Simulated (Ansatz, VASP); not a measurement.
Two plane-wave programs on Mg3ZnS4

The input INCAR:

```
PREC     = Accurate       # precision mode
ENCUT    = 520            # plane-wave cutoff, eV
EDIFF    = 1E-7           # SCF threshold, eV
ISMEAR   = 0              # smearing method
SIGMA    = 0.1            # smearing width, eV
LREAL    = F              # projectors in reciprocal space
LASPH    = T              # aspherical terms in the spheres
NELM     = 100            # most SCF steps
ALGO     = Normal         # electronic algorithm
ISIF     = 2              # what is computed and relaxed
LWAVE    = F              # write WAVECAR
LCHARG   = F              # write CHGCAR
GGA      = PE             # functional
NBANDS   = 31             # bands
```

File KPOINTS:

```
Automatic mesh
0
Gamma
  4 4 2
```

The input POSCAR:

```
Mg3ZnS4
1.0
    3.6773859000      0.0000000000      0.0000000000
    0.0000000000      3.6773859000      0.0000000000
    0.0000000000      0.0000000000     10.3971707000
Mg Zn S
3 1 4
Direct
    0.0000000000      0.0000000000      0.7527100000
    0.0000000000      0.0000000000      0.2472900000
    0.5000000000      0.5000000000      0.5000000000
    0.5000000000      0.5000000000      0.0000000000
    0.0000000000      0.0000000000      0.0000000000
    0.5000000000      0.5000000000      0.2463500000
    0.0000000000      0.0000000000      0.5000000000
    0.5000000000      0.5000000000      0.7536500000
```

Input for Ansatz:

```yaml
crystal:
  lattice:
    - [3.6773859, 0.0, 0.0]
    - [0.0, 3.6773859, 0.0]
    - [0.0, 0.0, 10.3971707]
  atoms:
    - { symbol: Mg, position: [0.0, 0.0, 0.75271] }
    - { symbol: Mg, position: [0.0, 0.0, 0.24729] }
    - { symbol: Mg, position: [0.5, 0.5, 0.5] }
    - { symbol: Zn, position: [0.5, 0.5, 0.0] }
    - { symbol: S, position: [0.0, 0.0, 0.0] }
    - { symbol: S, position: [0.5, 0.5, 0.24635] }
    - { symbol: S, position: [0.0, 0.0, 0.5] }
    - { symbol: S, position: [0.5, 0.5, 0.75365] }
basis:
  ecutwfc: 420
kpoints:
  mp_grid: { grid: [4, 4, 2] }
hamiltonian:
  xc: pbe
scf:
  occupations: { method: gaussian, width: 0.1 }
  lower_state_search: "off"
output:
  forces: true
  stress: true
  eigenvalues: true
```

Alike in both runs: task single point; functional PBE; k mesh 4 × 4 × 2; occupations gaussian, width 0.1 eV; no spin polarisation.

|  | VASP | Ansatz |
| --- | --- | --- |
| version | VASP 6.6.1 | Ansatz 0.2.0 |
| potentials or method | VASP PAW PBE potentials, release 64 (Mg, Zn, S), cutoff 520 eV | scalar-relativistic, plane waves, PAW |
| valence electrons in the cell | 42 | 66 |

|  | VASP | Ansatz | Ansatz less VASP |
| --- | --- | --- | --- |
| gap on the k mesh at the Fermi level (eV) | 1.00 | 1.01 | +0.008 |
| least direct gap on the mesh (eV) | 1.60 | 1.61 | +0.009 |
| pressure (GPa) | 0.0 | 0.2 | +0.20 |
| traceless stress, the component that is largest in VASP (GPa) | -0.40 | -0.40 | -0.003 |
| rms of the force components (eV/Å) | 0.003 | 0.002 | -0.0007 |

Atom by atom the forces differ by 0.005 eV/Å (rms over components). VASP's potentials hold 42 valence electrons a cell and Ansatz's 66, so a difference there can come from the potentials and not from the codes.

The k mesh is coarse, so the values compare programs but aren't converged.
